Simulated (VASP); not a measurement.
# Rh (P6_3/mmc) in VASP: further runs, part 2 of 2

VASP 6.6.1.

### 3 Vibrations by perturbation theory, PBEsol (13.88 Å³/atom)

This run uses another cell than the first one, of 13.88 Å³/atom.

INCAR

```
  PREC = Accurate
  ENCUT = 520
  EDIFF = 1E-8
  ISMEAR = -1
  SIGMA = 0.15
  LREAL = False
  LASPH = True
  NELM = 100
  ALGO = Fast
  ISIF = 2
  LWAVE = False
  LCHARG = True
  GGA = PS
  NBANDS = 22
  IBRION = 8
  NSW = 1
```

KPOINTS

```
regular mesh
0
Gamma
  18 18 10
```

POSCAR

```
Rh
1.0
    2.7100015677      0.0000000000      0.0000000000
   -1.3550007839      2.3469302019      0.0000000000
    0.0000000000      0.0000000000      4.3630902806
Rh
2
Direct
    0.6666666667      0.3333333333      0.7500000000
    0.3333333333      0.6666666667      0.2500000000
```

Potentials or basis: VASP PAW PBE potentials, release 64 (Rh_pv).

The run is started by

```console
cat potpaw_PBE.64/Rh_pv/POTCAR > POTCAR
mpirun -np 1 vasp_std > vasp.out
```

OUTCAR:

```text
PREC = Accurate
   ENCUT = 520
   EDIFF = 1E-8
   ISMEAR = -1
   LREAL = False
   LASPH = True
   NELM = 100
   ISIF = 2
   GGA = PS
   IBRION = 8
   NSW = 1

 ion  position               nearest neighbor table
   1  0.667  0.333  0.750-   2 2.68   2 2.68   2 2.68   2 2.68   2 2.68   2 2.68
   2  0.333  0.667  0.250-   1 2.68   1 2.68   1 2.68   1 2.68   1 2.68   1 2.68

  LATTYP: Found a hexagonal cell.
 ALAT       =     2.7100015677
 C/A-ratio  =     1.6099954821

  Lattice vectors:

 A1 = (   2.7100015677,   0.0000000000,   0.0000000000)
 A2 = (  -1.3550007839,   2.3469302019,   0.0000000000)
 A3 = (   0.0000000000,   0.0000000000,   4.3630902806)

Analysis of symmetry for initial positions (statically):
=====================================================================
 Subroutine PRICEL returns:
 Original cell was already a primitive cell.

 Routine SETGRP: Setting up the symmetry group for a
 hexagonal supercell.

 Subroutine GETGRP returns: Found 24 space group operations
 (whereof 12 operations were pure point group operations)
 out of a pool of 24 trial point group operations.

The static configuration has the point symmetry D_3d.
 The point group associated with its full space group is D_6h.

Analysis of symmetry for dynamics (positions and initial velocities):
=====================================================================
 Subroutine PRICEL returns:
 Original cell was already a primitive cell.

 Routine SETGRP: Setting up the symmetry group for a
 hexagonal supercell.

 Subroutine GETGRP returns: Found 24 space group operations
 (whereof 12 operations were pure point group operations)
 out of a pool of 24 trial point group operations.

The dynamic configuration has the point symmetry D_3d.
 The point group associated with its full space group is D_6h.

 Subroutine INISYM returns: Found 24 space group operations
 (whereof 12 operations are pure point group operations),
 and found     1 'primitive' translations

----------------------------------------------------------------------------------------

                                     Primitive cell

  volume of cell :      27.7501

  direct lattice vectors                    reciprocal lattice vectors
     2.710001568  0.000000000  0.000000000     0.369003477  0.213044257  0.000000000
    -1.355000784  2.346930202  0.000000000     0.000000000  0.426088513  0.000000000
     0.000000000  0.000000000  4.363090281     0.000000000  0.000000000  0.229195349

  length of vectors
     2.710001568  2.710001568  4.363090281     0.426088513  0.426088513  0.229195349

  position of ions in fractional coordinates (direct lattice)
     0.666666667  0.333333333  0.750000000
     0.333333333  0.666666667  0.250000000

  ion indices of the primitive-cell ions
[... 731 lines left out ...]

 [... further k-points ...]

------------------------ aborting loop because EDIFF is reached ----------------------------------------

  FORCE on cell =-STRESS in cart. coord.  units (eV):
  Direction    XX          YY          ZZ          XY          YZ          ZX
  --------------------------------------------------------------------------------------
  -------------------------------------------------------------------------------------
  Total       -0.9442298     -0.9442298     -0.9429251      0.0000000      0.0000000      0.0000000
  in kB      -54.5160475    -54.5160475    -54.4407227      0.0000000      0.0000000      0.0000000
  external PRESSURE =     -54.4909392 kB  Pullay stress =       0.0000000 kB

 VOLUME and BASIS-vectors are now :
 -----------------------------------------------------------------------------
  energy-cutoff  :      520.00
  volume of cell :       27.75
      direct lattice vectors                 reciprocal lattice vectors
     2.710001568  0.000000000  0.000000000     0.369003477  0.213044257  0.000000000
    -1.355000784  2.346930202  0.000000000     0.000000000  0.426088513  0.000000000
     0.000000000  0.000000000  4.363090281     0.000000000  0.000000000  0.229195349

 POSITION                                       TOTAL-FORCE (eV/Angst)
 -----------------------------------------------------------------------------------
      1.35500      0.78231      3.27232         0.000000      0.000000      0.000000
     -0.00000      1.56462      1.09077        -0.000000     -0.000000      0.000000
 -----------------------------------------------------------------------------------
    total drift:                               -0.000000      0.000000     -0.000000

  FREE ENERGIE OF THE ION-ELECTRON SYSTEM (eV)
  ---------------------------------------------------
  free  energy   TOTEN  =       -16.3048668352 eV

  energy  without entropy=      -16.0627825777  energy(sigma->0) =      -16.18382471

[... ionic steps 2 to 3 ...]

--------------------------------------- Ionic step        4  -------------------------------------------

------------------------ aborting loop because EDIFF is reached ----------------------------------------

[... ionic steps 5 to 5 ...]

--------------------------------------- Ionic step        6  -------------------------------------------

 Free energy of the ion-electron system (eV)
  ---------------------------------------------------
  ---------------------------------------------------
  free energy    TOTEN  =        -0.58588957 eV

  energy without entropy =       -0.58588957

------------------------ aborting loop because EDIFF is reached ----------------------------------------

 INTERNAL STRAIN TENSOR  FOR ION    1  DIRECTION 3   (eV/Angst):
 -----------------------------------------------------------------------------
     0.06222 -0.00000  0.00000
    -0.00000  0.06222  0.00000
     0.00000  0.00000 -0.11802

 INTERNAL STRAIN TENSOR FOR ION    2 for displacements in x,y,z  (eV/Angst):
          X           Y           Z          XY          YZ          ZX
  --------------------------------------------------------------------------------
  x     0.00000    -0.00000    -0.00000    -2.17092     0.00000     0.00000
  y    -2.17092     2.17092     0.00000    -0.00000     0.00000     0.00000
  z    -0.00000    -0.00000     0.00000    -0.00000     0.00000    -0.00000

 SECOND DERIVATIVES (NOT SYMMETRIZED)
 ------------------------------------
               1X          1Y          1Z          2X          2Y          2Z
  1X    -4.094900    0.000000    0.000000    4.094900   -0.000000    0.000000
  1Y     0.000000   -4.094900    0.000000   -0.000000    4.094900    0.000000
  1Z     0.000000   -0.000000  -10.554821   -0.000000    0.000000   10.554821
  2X     4.094900   -0.000000    0.000000   -4.094900    0.000000    0.000000
  2Y    -0.000000    4.094900    0.000000    0.000000   -4.094900    0.000000
  2Z    -0.000000    0.000000   10.554821    0.000000   -0.000000  -10.554821

 Eigenvectors and eigenvalues of the dynamical matrix
 ----------------------------------------------------

   1 f  =    7.080612 THz    44.488799 2PiTHz  236.183803 cm-1    29.283046 meV
             X         Y         Z           dx          dy          dz
      1.355001  0.782310  3.272318     0.000000   -0.000000   -0.707107
     -0.000000  1.564620  1.090773    -0.000000    0.000000    0.707107
[... 11 lines left out ...]
   4 f  =    0.000000 THz     0.000000 2PiTHz    0.000002 cm-1     0.000000 meV
             X         Y         Z           dx          dy          dz
      1.355001  0.782310  3.272318    -0.658994    0.256372   -0.000000
     -0.000000  1.564620  1.090773    -0.658994    0.256372    0.000000

   5 f/i=    0.000000 THz     0.000000 2PiTHz    0.000001 cm-1     0.000000 meV
             X         Y         Z           dx          dy          dz
      1.355001  0.782310  3.272318     0.000000   -0.000000   -0.707107
     -0.000000  1.564620  1.090773    -0.000000    0.000000   -0.707107

   6 f/i=    0.000000 THz     0.000000 2PiTHz    0.000002 cm-1     0.000000 meV
             X         Y         Z           dx          dy          dz
      1.355001  0.782310  3.272318     0.256372    0.658994   -0.000000
     -0.000000  1.564620  1.090773     0.256372    0.658994    0.000000

--------------------------------------------------------------------------------------------------------

 ELASTIC MODULI CONTR FROM IONIC RELAXATION (kBar)
 Direction    XX          YY          ZZ          XY          YZ          ZX
 --------------------------------------------------------------------------------
 XX         -66.4497     66.4497      0.0000      0.0000     -0.0000      0.0000
 YY          66.4497    -66.4497     -0.0000      0.0000      0.0000     -0.0000
 ZZ           0.0000     -0.0000     -0.0000     -0.0000     -0.0000      0.0000
 XY           0.0000      0.0000     -0.0000    -66.4497      0.0000     -0.0000
 YZ          -0.0000      0.0000     -0.0000      0.0000     -0.0000      0.0000
 ZX           0.0000     -0.0000      0.0000     -0.0000      0.0000     -0.0000
 --------------------------------------------------------------------------------
```

OSZICAR:

```text
N       E                     dE             d eps       ncg     rms          rms(c)
DAV:   1     0.324194437114E+03    0.32419E+03   -0.19008E+04  9832   0.159E+03
[... 68 lines left out ...]
RMM:  17    -0.585889481926E+00   -0.56550E-07    0.62685E-07 28164   0.866E-05    0.582E-07
RMM:  18    -0.585889519059E+00   -0.37134E-07    0.38861E-07 28916   0.812E-05    0.275E-07
RMM:  19    -0.585889520927E+00   -0.18680E-08    0.25716E-07 27981   0.770E-05    0.542E-07
RMM:  20    -0.585889547655E+00   -0.26727E-07    0.95929E-09 26980   0.742E-05    0.431E-07
RMM:  21    -0.585889535332E+00    0.12323E-07    0.12744E-07 27485   0.724E-05    0.411E-07
RMM:  22    -0.585889569056E+00   -0.33723E-07   -0.18581E-07 29202   0.713E-05    0.215E-07
RMM:  23    -0.585889567942E+00    0.11133E-08   -0.15625E-07 28522   0.704E-05    0.838E-08
 Linear response finished
```

stdout:

```text
POSCAR found type information on POSCAR Rh
 POSCAR found :  1 types and       2 ions
 scaLAPACK will be used
 -----------------------------------------------------------------------------
|                                                                             |
|                                                                             |
|     You enforced a specific xc type in the INCAR file but a different       |
|     I HOPE YOU KNOW WHAT YOU ARE DOING!                                     |
|                                                                             |
 -----------------------------------------------------------------------------

 LDA part: xc-table for (Slater+PW92), standard interpolation
 POSCAR, INCAR and KPOINTS ok, starting setup
 FFT: planning ... GRIDC
 FFT: planning ... GRID_SOFT
 FFT: planning ... GRID
 WAVECAR not read
 entering main loop
 Linear response reoptimize wavefunctions to high precision
 Linear response DOF=           2
 Linear response progress:
 first order change of Fermi-energy   0.41967E-05
 force on displaced ion       1 direction 1 :  -4.095   0.000   0.000
 Linear response progress:
 first order change of Fermi-energy   0.12781E-03
 force on displaced ion       1 direction 3 :   0.000   0.000 -10.555
 Linear response finished
```

Run time: 17 min. Hardware: 1 thread of Intel Xeon Platinum 8488C (Sapphire Rapids), shared host; peak memory 1.1 GiB.

What came out:

* Highest phonon frequency at Γ: 236 cm⁻¹

Phonon frequencies in cm⁻¹ (negative: imaginary):
```tsv
q point	frequencies
(0.000, 0.000, 0.000)	0 0 0 147 147 236
```

Caveat: the cell stands under pressure or tension, which shifts response properties; the PAW data sets were made with another functional, which shifts forces and pressure a little.

### 4 Vibrations by perturbation theory, PBEsol

This run uses another cell than the first one, of 12.75 Å³/atom.

INCAR

```
PREC = Accurate
ENCUT = 520
EDIFF = 1E-8
ISMEAR = -1
SIGMA = 0.15
LREAL = False
LASPH = True
NELM = 80
ALGO = Normal
ISIF = 2
LWAVE = False
LCHARG = True
GGA = PS
NBANDS = 22
IBRION = 8
NSW = 1
```

KPOINTS is that of step 3.

POSCAR

```
Rh
1.0
    2.6320426097      0.0000000000      0.0000000000
   -1.3160213048      2.2794157638      0.0000000000
    0.0000000000      0.0000000000      4.2492335412
Rh
2
Direct
    0.6666666667      0.3333333333      0.7500000000
    0.3333333333      0.6666666667      0.2500000000
```

Potentials or basis: VASP PAW PBE potentials, release 64 (Rh_pv).

The run is started by

```console
cat potpaw_PBE.64/Rh_pv/POTCAR > POTCAR
mpirun -np 1 vasp_std > vasp.out
```

OUTCAR:

```text
PREC = Accurate
   ENCUT = 520
   EDIFF = 1E-8
   ISMEAR = -1
   LREAL = False
   LASPH = True
   NELM = 80
   ISIF = 2
   GGA = PS
   IBRION = 8
   NSW = 1

 ion  position               nearest neighbor table
   1  0.667  0.333  0.750-   2 2.61   2 2.61   2 2.61   2 2.61   2 2.61   2 2.61
   2  0.333  0.667  0.250-   1 2.61   1 2.61   1 2.61   1 2.61   1 2.61   1 2.61

  LATTYP: Found a hexagonal cell.
 ALAT       =     2.6320426097
 C/A-ratio  =     1.6144242975

  Lattice vectors:
[... 862 lines left out ...]
  2X     5.453387    0.000000    0.000000   -5.453387   -0.000000    0.000000
  2Y     0.000000    5.453387    0.000000   -0.000000   -5.453387    0.000000
  2Z    -0.000000   -0.000000   16.355284    0.000000    0.000000  -16.355284

 Eigenvectors and eigenvalues of the dynamical matrix
 ----------------------------------------------------

   1 f  =    8.814028 THz    55.380170 2PiTHz  294.004321 cm-1    36.451874 meV
             X         Y         Z           dx          dy          dz
      1.316021  0.759805  3.186925     0.000000    0.000000   -0.707107
     -0.000000  1.519611  1.062308    -0.000000    0.000000    0.707107
[... 16 lines left out ...]
   5 f  =    0.000000 THz     0.000000 2PiTHz    0.000000 cm-1     0.000000 meV
             X         Y         Z           dx          dy          dz
      1.316021  0.759805  3.186925    -0.000000   -0.000000    0.707107
     -0.000000  1.519611  1.062308     0.000000    0.000000    0.707107

   6 f/i=    0.000000 THz     0.000000 2PiTHz    0.000001 cm-1     0.000000 meV
             X         Y         Z           dx          dy          dz
      1.316021  0.759805  3.186925    -0.684371   -0.177865   -0.000000
     -0.000000  1.519611  1.062308    -0.684371   -0.177865    0.000000

--------------------------------------------------------------------------------------------------------

 ELASTIC MODULI CONTR FROM IONIC RELAXATION (kBar)
 Direction    XX          YY          ZZ          XY          YZ          ZX
 --------------------------------------------------------------------------------
 XX        -129.1482    129.1482     -0.0000     -0.0000      0.0000      0.0000
 YY         129.1482   -129.1482      0.0000     -0.0000      0.0000      0.0000
 ZZ          -0.0000      0.0000     -0.0000      0.0000      0.0000      0.0000
 XY          -0.0000     -0.0000      0.0000   -129.1482      0.0000      0.0000
 YZ           0.0000      0.0000      0.0000      0.0000     -0.0000     -0.0000
 ZX           0.0000      0.0000      0.0000      0.0000     -0.0000     -0.0000
 --------------------------------------------------------------------------------
```

stdout:

```text
POSCAR found type information on POSCAR Rh
 POSCAR found :  1 types and       2 ions
 scaLAPACK will be used
 -----------------------------------------------------------------------------
|                                                                             |
|                                                                             |
|     You enforced a specific xc type in the INCAR file but a different       |
|     I HOPE YOU KNOW WHAT YOU ARE DOING!                                     |
|                                                                             |
 -----------------------------------------------------------------------------

 LDA part: xc-table for (Slater+PW92), standard interpolation
 POSCAR, INCAR and KPOINTS ok, starting setup
 FFT: planning ... GRIDC
 FFT: planning ... GRID_SOFT
 FFT: planning ... GRID
 WAVECAR not read
 entering main loop
 Linear response reoptimize wavefunctions to high precision
 Linear response DOF=           2
 Linear response progress:
 first order change of Fermi-energy  -0.26221E-05
 force on displaced ion       1 direction 1 :  -5.453   0.001   0.000
 Linear response progress:
 first order change of Fermi-energy   0.12265E-03
 force on displaced ion       1 direction 3 :  -0.000  -0.000 -16.355
 Linear response finished
```

Wall time 26 min (1 thread of Intel Xeon 8259CL, shared host); peak memory 0.99 GiB.

Results:

```
Highest phonon frequency at Γ : 294 cm⁻¹
```

Phonon frequencies in cm⁻¹ (negative: imaginary):
| q point | frequencies |
| --- | --- |
| (0.000, 0.000, 0.000) | 0 0 0 170 170 294 |

Caveat: the cell stands under pressure or tension, which shifts response properties; the PAW data sets were made with another functional, which shifts forces and pressure a little.

### 5 Vibrations by perturbation theory, PBEsol

This run uses another cell than the first one, of 13.13 Å³/atom.

INCAR

```
SYSTEM = Rh
PREC = Accurate ; ENCUT = 520
EDIFF = 1E-8 ; ISMEAR = -1
SIGMA = 0.15 ; LREAL = .FALSE.
LASPH = .TRUE. ; NELM = 100
ALGO = Normal ; ISIF = 2
LWAVE = .FALSE. ; LCHARG = .FALSE.
GGA = PS ; NBANDS = 22
IBRION = 8 ; NSW = 1
```

KPOINTS

```
Automatic mesh
0
G
  18 18 10
  0 0 0
```

POSCAR

```
Rh
1.0
    2.6592274416      0.0000000000      0.0000000000
   -1.3296137208      2.3029585189      0.0000000000
    0.0000000000      0.0000000000      4.2893607171
Rh
2
Direct
    0.6666666667      0.3333333333      0.7500000000
    0.3333333333      0.6666666667      0.2500000000
```

Potentials or basis: VASP PAW PBE potentials, release 64 (Rh_pv).

The run is started by

```console
cat potpaw_PBE.64/Rh_pv/POTCAR > POTCAR
mpirun -np 1 vasp_std > vasp.out
```

OUTCAR:

```text
SYSTEM = Rh
   PREC = Accurate
   ENCUT = 520
   EDIFF = 1E-8
   ISMEAR = -1
   LREAL = .FALSE.
   LASPH = .TRUE.
   NELM = 100
   ISIF = 2
   GGA = PS
   IBRION = 8
   NSW = 1

 ion  position               nearest neighbor table
   1  0.667  0.333  0.750-   2 2.64   2 2.64   2 2.64   2 2.64   2 2.64   2 2.64
   2  0.333  0.667  0.250-   1 2.64   1 2.64   1 2.64   1 2.64   1 2.64   1 2.64

  LATTYP: Found a hexagonal cell.
 ALAT       =     2.6592274416
 C/A-ratio  =     1.6130100983

  Lattice vectors:

[... 857 lines left out ...]
               1X          1Y          1Z          2X          2Y          2Z
  1X    -4.941087   -0.000000    0.000000    4.941087   -0.000000    0.000000
  1Y     0.000000   -4.941087    0.000000    0.000000    4.941087    0.000000
  1Z     0.000000    0.000000  -14.118959    0.000000    0.000000   14.118959
  2X     4.941087   -0.000000    0.000000   -4.941087   -0.000000    0.000000
  2Y     0.000000    4.941087    0.000000    0.000000   -4.941087    0.000000
  2Z     0.000000    0.000000   14.118959    0.000000    0.000000  -14.118959

 Eigenvectors and eigenvalues of the dynamical matrix
 ----------------------------------------------------

   1 f  =    8.189299 THz    51.454881 2PiTHz  273.165597 cm-1    33.868202 meV
             X         Y         Z           dx          dy          dz
      1.329614  0.767653  3.217021     0.000000    0.000000   -0.707107
     -0.000000  1.535306  1.072340     0.000000    0.000000    0.707107
[... 21 lines left out ...]
   6 f  =    0.000000 THz     0.000000 2PiTHz    0.000000 cm-1     0.000000 meV
             X         Y         Z           dx          dy          dz
      1.329614  0.767653  3.217021     0.000000    0.000000    0.707107
     -0.000000  1.535306  1.072340     0.000000    0.000000    0.707107

--------------------------------------------------------------------------------------------------------

 ELASTIC MODULI CONTR FROM IONIC RELAXATION (kBar)
 Direction    XX          YY          ZZ          XY          YZ          ZX
 --------------------------------------------------------------------------------
 XX        -103.2638    103.2638     -0.0000     -0.0000     -0.0000      0.0000
 YY         103.2638   -103.2638      0.0000      0.0000      0.0000      0.0000
 ZZ          -0.0000      0.0000     -0.0000     -0.0000     -0.0000      0.0000
 XY          -0.0000      0.0000     -0.0000   -103.2638      0.0000      0.0000
 YZ          -0.0000      0.0000     -0.0000      0.0000     -0.0000      0.0000
 ZX           0.0000      0.0000      0.0000      0.0000      0.0000      0.0000
 --------------------------------------------------------------------------------
```

Wall time 25 min (1 thread of Intel Xeon 8259CL, shared host); peak memory 1 GiB.

Results:

* Highest phonon frequency at Γ: 273 cm⁻¹

Phonon frequencies in cm⁻¹ (negative: imaginary):
| q point | frequencies |
| --- | --- |
| (0.000, 0.000, 0.000) | 0 0 0 162 162 273 |

Caveat: the cell stands under pressure or tension, which shifts response properties; the PAW data sets were made with another functional, which shifts forces and pressure a little.
